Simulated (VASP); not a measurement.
# BaS (Fm-3m) in VASP: G0W0 quasiparticle levels with r2SCAN

Aim: the G0W0 quasiparticle levels of BaS with r2SCAN.

Everything below comes from runs of VASP 6.6.1. Logs are shortened: lines on timing, memory, paths and dates and some standing lists are left out, and cuts for length are marked.

### Step 1. The cell of the first run

It takes space group Fm-3m (No. 225, cubic). The conventional cell has a = 6.424 Å, b = 6.424 Å, c = 6.424 Å, α = 90.00°, β = 90.00°, γ = 90.00°. Within 4.2 Å of Ba (site symmetry m-3m) lie 6 S at 3.21 Å. S (site symmetry m-3m) has 6 Ba at 3.21 Å within 4.2 Å.

### Step 2. G0W0 quasiparticle levels, r2SCAN

Contents of POSCAR:

```
BaS
1.0
    0.0000000000      3.2119099239      3.2119099239
    3.2119099239      0.0000000000      3.2119099239
    3.2119099239      3.2119099239      0.0000000000
Ba S
1 1
Direct
    0.0000000000      0.0000000000      0.0000000000
    0.5000000000      0.5000000000      0.5000000000
```

Contents of INCAR.step1:

```
ALGO = Normal
EDIFF = 1E-8
ENCUT = 500
ISMEAR = 0
LASPH = T
LCHARG = F
LMIXTAU = T
LREAL = F
LWAVE = T
METAGGA = R2SCAN
NELM = 100
PREC = Accurate
SIGMA = 0.01
```

Contents of INCAR.step2:

```
ALGO = Exact
EDIFF = 1E-8
ENCUT = 500
ISMEAR = 0
ISTART = 1
LASPH = T
LCHARG = F
LMIXTAU = T
LOPTICS = T
LREAL = F
LWAVE = T
METAGGA = R2SCAN
NBANDS = 257
NELM = 1
PREC = Accurate
SIGMA = 0.01
```

Contents of INCAR.step3:

```
ALGO = EVGW0
EDIFF = 1E-8
ENCUT = 500
ENCUTGW = 140.0
ISMEAR = 0
ISTART = 1
LASPH = T
LCHARG = F
LMIXTAU = T
LREAL = F
LWAVE = F
METAGGA = R2SCAN
NBANDS = 257
NBANDSGW = 16
NELMGW = 1
NOMEGA = 48
PREC = Accurate
PRECFOCK = Fast
SIGMA = 0.01
```

Contents of KPOINTS:

```
k-points
0
Gamma
  4 4 4
```

Potentials or basis: VASP PAW PBE potentials, release 64 (Ba_sv_GW, S_GW).

Launch:

```
cat potpaw_PBE.64/Ba_sv_GW/POTCAR potpaw_PBE.64/S_GW/POTCAR > POTCAR
cp INCAR.step1 INCAR
mpirun -np 1 vasp_std > vasp.out
cp INCAR.step2 INCAR
mpirun -np 1 vasp_std > vasp.out
cp INCAR.step3 INCAR
mpirun -np 1 vasp_std > vasp.out
```

OUTCAR:

```text
EDIFF = 1E-8
   ENCUT = 500
   ENCUTGW = 140.0
   ISMEAR = 0
   ISTART = 1
   LASPH = T
   LREAL = F
   METAGGA = R2SCAN
   NELMGW = 1
   PREC = Accurate
   PRECFOCK = Fast

 ion  position               nearest neighbor table
   1  0.000  0.000  0.000-
   2  0.500  0.500  0.500-

  LATTYP: Found a face centered cubic cell.
 ALAT       =     6.4238198478

  Lattice vectors:

 A1 = (   0.0000000000,   3.2119099239,   3.2119099239)
 A2 = (   3.2119099239,   0.0000000000,   3.2119099239)
 A3 = (   3.2119099239,   3.2119099239,   0.0000000000)

Analysis of symmetry for initial positions (statically):
=====================================================================
 Subroutine PRICEL returns:
 Original cell was already a primitive cell.

 Routine SETGRP: Setting up the symmetry group for a
 face centered cubic supercell.

 Subroutine GETGRP returns: Found 48 space group operations
 (whereof 48 operations were pure point group operations)
 out of a pool of 48 trial point group operations.

The static configuration has the point symmetry O_h .

Analysis of symmetry for dynamics (positions and initial velocities):
=====================================================================
 Subroutine PRICEL returns:
 Original cell was already a primitive cell.

 Routine SETGRP: Setting up the symmetry group for a
 face centered cubic supercell.

 Subroutine GETGRP returns: Found 48 space group operations
 (whereof 48 operations were pure point group operations)
 out of a pool of 48 trial point group operations.

The dynamic configuration has the point symmetry O_h .

 Subroutine INISYM returns: Found 48 space group operations
 (whereof 48 operations are pure point group operations),
 and found     1 'primitive' translations

----------------------------------------------------------------------------------------

                                     Primitive cell

  volume of cell :      66.2705

  direct lattice vectors                    reciprocal lattice vectors
     0.000000000  3.211909924  3.211909924    -0.155670617  0.155670617  0.155670617
     3.211909924  0.000000000  3.211909924     0.155670617 -0.155670617  0.155670617
     3.211909924  3.211909924  0.000000000     0.155670617  0.155670617 -0.155670617

  length of vectors
     4.542326576  4.542326576  4.542326576     0.269629418  0.269629418  0.269629418

  position of ions in fractional coordinates (direct lattice)
     0.000000000  0.000000000  0.000000000
     0.500000000  0.500000000  0.500000000

  ion indices of the primitive-cell ions
   primitive index   ion index
                 1           1
                 2           2

----------------------------------------------------------------------------------------

 KPOINTS: k-points

Automatic generation of k-mesh.
 Grid dimensions read from file:
 generate k-points for:    4    4    4

 Generating k-lattice:

  Cartesian coordinates                     Fractional coordinates (reciprocal lattice)
    -0.038917654  0.038917654  0.038917654     0.250000000  0.000000000  0.000000000
     0.038917654 -0.038917654  0.038917654     0.000000000  0.250000000  0.000000000
     0.038917654  0.038917654 -0.038917654     0.000000000  0.000000000  0.250000000

  Length of vectors
     0.067407355  0.067407355  0.067407355

  Shift w.r.t. Gamma in fractional coordinates (k-lattice)
     0.000000000  0.000000000  0.000000000

 Subroutine IBZKPT returns following result:
 ===========================================

 Found      8 irreducible k-points:

 Following reciprocal coordinates:
            Coordinates               Weight
  0.000000  0.000000  0.000000      1.000000
  0.250000  0.000000  0.000000      8.000000
  0.500000  0.000000  0.000000      4.000000
  0.250000  0.250000  0.000000      6.000000
  0.500000  0.250000  0.000000     24.000000
 -0.250000  0.250000  0.000000     12.000000
  0.500000  0.500000  0.000000      3.000000
 -0.250000  0.500000  0.250000      6.000000
   k-points           NKPTS =      8   k-points in BZ     NKDIM =     64   number of bands    NBANDS=    257
   number of dos      NEDOS =    301   number of ions     NIONS =      2
   total plane-waves  NPLWV =  46656
   dimension x,y,z NGX =    36 NGY =   36 NGZ =   36
   dimension x,y,z NGXF=    72 NGYF=   72 NGZF=   72
   ions per type =               1   1
   NGX,Y,Z   is equivalent  to a cutoff of  13.18, 13.18, 13.18 a.u.
   NGXF,Y,Z  is equivalent  to a cutoff of  26.35, 26.35, 26.35 a.u.
 SYSTEM =  unknown system
   PREC   = accura    normal or accurate (medium, high low for compatibility)
   ISTART =      1    job   : 0-new  1-cont  2-samecut
   ICHARG =      0    charge: 1-file 2-atom 10-const
   ISPIN  =      1    spin polarized calculation?
   LNONCOLLINEAR =      F non collinear calculations
   LSORBIT =      F    spin-orbit coupling
   LASPH  =      T    aspherical Exc in radial PAW
   ENCUT  =  500.0 eV  36.75 Ry    6.06 a.u.   8.28  8.28  8.28*2*pi/ulx,y,z
   NELM   =     60;   NELMIN=  2; NELMDL=  0     # of ELM steps
   EDIFF  = 0.1E-07   stopping-criterion for ELM
   LREAL  =      F    real-space projection
   EDIFFG = 0.1E-06   stopping-criterion for IOM
   NSW    =      0    number of steps for IOM
   IBRION =     -1    ionic relax: 0-MD 1-quasi-New 2-CG
   NFREE  =      0    steps in history (QN), initial steepest desc. (CG)
   ISIF   =      0    stress and relaxation
   ISYM   =      3    0-nonsym 1-usesym 2-fastsym
   POTIM  = 0.5000    time-step for ionic-motion
   TEBEG  =    0.0;   TEEND  =   0.0 temperature during run
   PSTRESS=    0.0 pullay stress
   NELECT =      16.0000    total number of electrons
   NUPDOWN=      -1.0000    fix difference up-down
   EMIN   =  10.00;   EMAX   =-10.00  energy-range for DOS
   EFERMI =   0.00;   METHOD = LEGACY
   ISMEAR =     0;   SIGMA  =   0.01  broadening in eV -4-tet -1-fermi 0-gaus
   EFERMI_NEDOS =   21; number of points for ismear=-14 and -15
   IALGO  =     38    algorithm
   IMIX   =      4    mixing-type and parameters
     AMIX     =   0.40;   BMIX     =  1.00
     AMIX_MAG =   1.60;   BMIX_MAG =  1.00
  volume/ion in A,a.u.               =      33.14       223.61
  Fermi-wavevector in a.u.,A,eV,Ry     =   1.019393  1.926373 14.138647  1.039161
  Thomas-Fermi vector in A             =   2.152904
   LORBIT       =      0    0 simple, 1 ext, 2 COOP (PROOUT), +10 PAW based schemes
   METAGGA = R2SCAN    functional components
   LHFCALC =     T    Hartree Fock is set to
   PRECFOCK=fast      Normal, Fast or Accurate (Low or Medium for compatibility)
   ENCUT4O =  -1.0   cutoff for four orbital integrals eV
   NKREDX  =     1    reduce k-point grid by
   NKREDY  =     1    reduce k-point grid by
   NKREDZ  =     1    reduce k-point grid by
   AEXX    =    1.0000 exact exchange contribution
   HFSCREEN=    0.0000 screening length (either q_TF or 0.3 A-1)
   HFSCREENC=   0.0000 screening length for correlation (either q_TF or 0.3 A-1)
   ENCUTFOCK=  -1.0 apply spherical cutoff to Coloumb kernel
   IVDW    =     0    specifies the selected vdW correction
   LEPSILON=     F    determine dielectric tensor
   LRPA    =     F    only Hartree local field effects (RPA)
   LRPAFORCE           =     F    calculate RPA forces
   ENCUTGW             = 140.0    cutoff for response function in eV
   ENCUTGWSOFT         = 112.0    soft cutoff for Coulomb kernel in GW response function in eV
   ENCUTLF             =  -1.0    cutoff for local field effects
   NELMGW              =     1    number of iterations in solving QP/BSE equation
   NELMHF              =     1    number of iterations in the inner HF iteration
   NKREDLFX            =     1    NKREDLFY  =   1   NKREDLFZ  =   1
 non-spin polarized calculation
 Gauss-broadening in eV      SIGMA  =   0.01
  energy-cutoff  :      500.00
  volume of cell :       66.27
 maximum number of plane-waves:      1700
 NGX is ok and might be reduce to    36
  NGX = 18; NGY = 18; NGZ = 18
   NGX = 17   NGY = 17   NGZ = 17
 maximum number of plane-waves:       259
 NGX is ok and might be reduce to    18

 QP shifts <psi_nk| G(iteration)W_0 |psi_nk>: iteration 1
 for sc-GW calculations column KS-energies equals QP-energies in previous step
 and V_xc(KS)=  KS-energies - (<T + V_ion + V_H > + <T+V_H+V_ion>^1  + <V_x>^1)

 k-point   1 :       0.0000    0.0000    0.0000
  band No.  KS-energies  QP-energies   sigma(KS)   V_xc(KS)     V^pw_x(r,r')   Z            occupation Imag(sigma)

      1     -24.0638     -24.5988     -16.6800     -15.8414     -24.3256       0.6379       2.0000       1.1440
      2      -8.7179     -10.0757     -16.1164     -14.3666     -19.0253       0.7759       2.0000       0.2335
      3      -8.7179     -10.0757     -16.1164     -14.3666     -19.0253       0.7759       2.0000       0.2335
      4      -8.7179     -10.0757     -16.1164     -14.3666     -19.0253       0.7759       2.0000       0.2335
      5      -8.0369      -8.4674     -14.6963     -14.0806     -20.9995       0.6992       2.0000       1.1879
      6       2.6710       1.8537     -13.9606     -12.8883     -15.6997       0.7622       2.0000       0.1134
[... 8 lines left out ...]
     15      10.6552      11.7932      -6.5553      -7.9975      -1.7262       0.7891       0.0000      -0.2576
     16      13.4388      17.5081      -8.5409     -13.9501      -2.1907       0.7523       0.0000      -0.2197

 k-point   2 :       0.2500    0.0000    0.0000
  band No.  KS-energies  QP-energies   sigma(KS)   V_xc(KS)     V^pw_x(r,r')   Z            occupation Imag(sigma)

      1     -24.0420     -24.5704     -16.6881     -15.8620     -24.3346       0.6396       2.0000       1.1342
      2      -9.4773     -10.4670     -15.2382     -13.8546     -19.5530       0.7153       2.0000       0.5699
      3      -8.7348     -10.0933     -16.0946     -14.3433     -18.9953       0.7757       2.0000       0.2280
      4      -8.7348     -10.0933     -16.0946     -14.3433     -18.9953       0.7757       2.0000       0.2280
      5      -7.2300      -7.9088     -15.5670     -14.6402     -20.4733       0.7324       2.0000       0.8044
      6       1.6215       0.6936     -12.8107     -11.5853     -14.6696       0.7573       2.0000       0.1334
[... 8 lines left out ...]
     15      12.0707      14.2509      -7.7723     -10.5765      -2.3678       0.7775       0.0000      -0.2599
     16      12.9187      16.0888      -8.5762     -12.7436      -2.6756       0.7607       0.0000      -0.2314

 k-point   3 :       0.5000    0.0000    0.0000
  band No.  KS-energies  QP-energies   sigma(KS)   V_xc(KS)     V^pw_x(r,r')   Z            occupation Imag(sigma)

      1     -24.0200     -24.5427     -16.6958     -15.8828     -24.3438       0.6429       2.0000       1.1239
      2      -9.8881     -10.8092     -14.9888     -13.6620     -19.5629       0.6942       2.0000       0.6039
      3      -8.7514     -10.1097     -16.0740     -14.3208     -18.9659       0.7747       2.0000       0.2229
      4      -8.7514     -10.1097     -16.0740     -14.3208     -18.9659       0.7747       2.0000       0.2229
      5      -6.7663      -7.4452     -15.8161     -14.8945     -20.4707       0.7367       2.0000       0.7279
      6       0.8689      -0.1301     -12.3061     -10.9751     -14.4023       0.7505       2.0000       0.1663
[... 8 lines left out ...]
     15      12.2556      12.9501     -10.7997     -11.7168      -6.0626       0.7573       0.0000      -0.2396
     16      12.2556      12.9501     -10.7997     -11.7168      -6.0626       0.7573       0.0000      -0.2396

 k-point   4 :       0.2500    0.2500    0.0000
  band No.  KS-energies  QP-energies   sigma(KS)   V_xc(KS)     V^pw_x(r,r')   Z            occupation Imag(sigma)

      1     -24.0352     -24.5637     -16.6929     -15.8683     -24.3376       0.6410       2.0000       1.1345
      2      -9.3351     -10.3738     -15.3386     -13.9008     -19.4610       0.7224       2.0000       0.5299
      3      -8.8095     -10.1681     -16.0309     -14.2710     -18.9744       0.7720       2.0000       0.2469
      4      -8.8095     -10.1681     -16.0309     -14.2710     -18.9744       0.7720       2.0000       0.2469
      5      -7.4141      -8.0564     -15.4354     -14.5504     -20.5363       0.7258       2.0000       0.8562
      6       1.4769       0.5476     -13.0278     -11.7912     -15.0323       0.7516       2.0000       0.1433
[... 8 lines left out ...]
     15      12.3221      14.8750      -7.7681     -11.0784      -2.1780       0.7712       0.0000      -0.2566
     16      12.9505      15.9066      -8.6527     -12.5353      -2.8661       0.7614       0.0000      -0.2350
[... 24 lines left out ...]
      1     -24.0205     -24.5445     -16.6981     -15.8824     -24.3438       0.6423       2.0000       1.1277
      2      -9.6331     -10.6022     -15.1478     -13.7800     -19.5463       0.7085       2.0000       0.5783
      3      -8.9268     -10.2867     -15.9124     -14.1387     -18.9020       0.7667       2.0000       0.2657
      4      -8.7528     -10.1108     -16.0732     -14.3186     -18.9684       0.7740       2.0000       0.2243
      5      -7.0469      -7.7170     -15.6694     -14.7563     -20.4901       0.7339       2.0000       0.7748
      6       1.2108       0.2483     -12.6960     -11.4153     -14.7362       0.7515       2.0000       0.1525
[... 8 lines left out ...]
     15      12.5863      14.0522      -9.1314     -11.0375      -4.0131       0.7690       0.0000      -0.2660
     16      12.7057      15.3388      -8.5197     -11.9647      -2.8874       0.7643       0.0000      -0.2472

 k-point   7 :       0.5000    0.5000    0.0000
  band No.  KS-energies  QP-energies   sigma(KS)   V_xc(KS)     V^pw_x(r,r')   Z            occupation Imag(sigma)

      1     -24.0073     -24.5360     -16.7098     -15.8951     -24.3500       0.6488       2.0000       1.1318
      2      -9.1780     -10.5623     -15.6717     -13.8655     -18.7711       0.7664       2.0000       0.3089
      3      -8.9002     -10.2641     -15.9507     -14.1794     -18.9317       0.7701       2.0000       0.2610
      4      -8.9002     -10.2641     -15.9507     -14.1794     -18.9317       0.7701       2.0000       0.2610
      5      -7.9539      -8.3575     -14.7925     -14.2175     -21.0865       0.7020       2.0000       1.1752
      6       2.1976       1.2719     -13.6288     -12.4132     -15.5010       0.7615       2.0000       0.1211
[... 8 lines left out ...]
     15      11.1572      12.1125      -7.8642      -9.0900      -3.0659       0.7793       0.0000      -0.2744
     16      12.5317      15.6622      -8.1595     -12.2591      -2.2366       0.7636       0.0000      -0.2273

 k-point   8 :      -0.2500    0.5000    0.2500
  band No.  KS-energies  QP-energies   sigma(KS)   V_xc(KS)     V^pw_x(r,r')   Z            occupation Imag(sigma)

      1     -24.0068     -24.5344     -16.7077     -15.8956     -24.3500       0.6498       2.0000       1.1283
      2      -9.2786     -10.3104     -15.4125     -13.9837     -19.5086       0.7222       2.0000       0.5202
      3      -9.0414     -10.4120     -15.8035     -14.0151     -18.8426       0.7664       2.0000       0.2852
      4      -9.0414     -10.4120     -15.8035     -14.0151     -18.8426       0.7664       2.0000       0.2852
      5      -7.3824      -8.0132     -15.4695     -14.5992     -20.5702       0.7248       2.0000       0.8506
      6       1.6432       0.7353     -13.2299     -12.0247     -15.2031       0.7533       2.0000       0.1386
[... 8 lines left out ...]
     15      12.3793      14.8904      -8.1084     -11.3741      -2.4722       0.7689       0.0000      -0.2548
     16      12.7042      14.1151      -9.6844     -11.5394      -4.5239       0.7606       0.0000      -0.2650
```

It took 5.5 min on 1 thread of Intel Xeon 6975P-C (Granite Rapids), shared host; peak memory 0.88 GiB.

Results:

```yaml
Band_gap_on_the_k_mesh_mean-field_level: 2.58 eV, indirect (least direct gap 2.69 eV)
Quasiparticle_gap: 3.72 eV
Least_direct_quasiparticle_gap: 3.87 eV
```

Levels at points of the mesh, in eV from the valence-band top:
| k point | band 5 | band 6 | band 7 | band 8 | band 9 | band 10 | band 11 | band 12 |
| --- | --- | --- | --- | --- | --- | --- | --- | --- |
| (0.00, 0.00, 0.00) | -10.71 | 0.00 | 0.00 | 0.00 | 4.22 | 4.39 | 4.39 | 4.39 |
| (0.50, 0.00, 0.00) | -9.44 | -1.80 | -0.98 | -0.98 | 5.95 | 6.06 | 6.88 | 6.88 |
| (0.50, 0.50, 0.00) | -10.62 | -0.47 | -0.11 | -0.11 | 2.58 | 6.56 | 6.71 | 8.05 |

Caveat: the k points lie up to 0.42 Å⁻¹ apart; bands, screening cutoff and mesh are small and nothing is extrapolated, so the quasiparticle values aren't converged; spin-orbit coupling is left out, which moves the levels of the heavy elements. A k mesh can miss the band edges.
